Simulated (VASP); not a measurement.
A run of VASP 6.6.1:

File INCAR:

```
PREC     = Accurate       # precision mode
ENCUT    = 500            # plane-wave cutoff, eV
EDIFF    = 1E-6           # SCF threshold, eV
ISMEAR   = 0              # smearing method
SIGMA    = 0.2            # smearing width, eV
LREAL    = False          # projectors in reciprocal space
LASPH    = True           # aspherical terms in the spheres
NELM     = 120            # most SCF steps
ALGO     = Normal         # electronic algorithm
ISIF     = 2              # what is computed and relaxed
LWAVE    = False          # write WAVECAR
LCHARG   = True           # write CHGCAR
GGA      = PE             # functional
LELF     = True           # ELF
LVHAR    = True         
NBANDS   = 19             # bands
GGA_COMPAT= False
```

The input KPOINTS:

```
regular mesh
0
Gamma
  7 7 4
```

The input POSCAR:

```
GePt
1.0
    3.4568353765      0.0000000000      0.0000000000
   -1.7284176882      2.9937072527      0.0000000000
    0.0000000000      0.0000000000      3.3666429160
Ge Pt
1 1
Direct
    0.0000000000      0.0000000000      0.0000000000
    0.6666666667      0.3333333333      0.5000000000
```

Potentials or basis: VASP PAW PBE potentials, release 64 (Ge_d, Pt).

Run with:

```bash
$ cat potpaw_PBE.64/Ge_d/POTCAR potpaw_PBE.64/Pt/POTCAR > POTCAR
$ mpirun -np 1 vasp_std > vasp.out
```

Hardware: 1 thread of Intel Xeon 6975P-C, on a shared host.

Question: How long does it take, and how much memory?

Answer: Run time: 10 s on 1 thread of Intel Xeon 6975P-C (shared host), peak memory 0.17 GiB. Counts: scf iterations 12, k points 24.
